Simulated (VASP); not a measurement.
## Os: single point with PBE

Os:

```
Os
1.0
     2.46192    0.00000    0.00000
     0.00000    2.46192    0.00000
     0.00000    0.00000    2.46192
Os
1
Direct
  0.00000 0.00000 0.00000
```

This isn't the form of Os at room conditions, which is hcp.

- Program: VASP 6.6.1
- Task: single point
- Functional: PBE
- Potentials or basis: VASP PAW PBE potentials, release 64 (Os)
- Cutoff: 520 eV
- k mesh: 19 × 19 × 19
- Occupations: methfessel-paxton, width 0.05 eV
- Spin: no spin polarisation

```json
{
  "Pressure": "40.3 GPa",
  "Band gap on the k mesh": "zero (bands 4 and 5 overlap by 6.92 eV)"
}
```

Levels at points of the mesh, in eV from the Fermi level:
```
           k point  band 1  band 2  band 3  band 4  band 5  band 6  band 7  band 8  band 9
(0.00, 0.00, 0.00)  -10.43   -6.93   -6.93    2.71    2.71    2.71   16.32   16.32   16.32
```

Wall time 26 s on 1 thread of Intel(R) Xeon(R) Platinum 8375C CPU @ 2.90GHz (Ice Lake), with other jobs on the host, peak memory 0.14 GiB.

Caveat: the cell stands under pressure; spin-orbit coupling is left out, which moves the levels of the heavy elements.
